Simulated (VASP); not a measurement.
Runs of VASP 6.6.1 on Hf. Symmetry: Im-3m, No. 229, cubic system. The conventional cell has a = 3.610 Å, b = 3.610 Å, c = 3.610 Å, α = 90.00°, β = 90.00°, γ = 90.00°. Within 4.1 Å of Hf (site symmetry m-3m) lie 14 Hf at 3.13 to 3.61 Å. This isn't the form of Hf at room conditions, which is hcp.

| smearing | gap on the mesh (eV) | pressure (GPa) |
| --- | --- | --- |
| methfessel-paxton 0.3 eV | none | (a) |
| methfessel-paxton 0.5 eV | none | -5.1 |
| methfessel-paxton 0.2 eV | none | -5.3 |
| methfessel-paxton 0.1 eV | none | -5.4 |

Alike in all rows: task single point; level PBE; potentials or basis VASP PAW PBE potentials, release 64 (Hf_pv); no spin polarisation; cell as given; k mesh 10 × 10 × 10; cutoff (eV) 500.

Question: Estimate the missing entries.

Answer: (a) -5.2.

Caveats: the cell stands under tension; spin-orbit coupling is left out, which moves the levels of the heavy elements.

A k mesh can miss the band edges, and the runs leave out spin-orbit coupling on Hf.

A gap of «none» marks levels without a gap at the run's occupations.
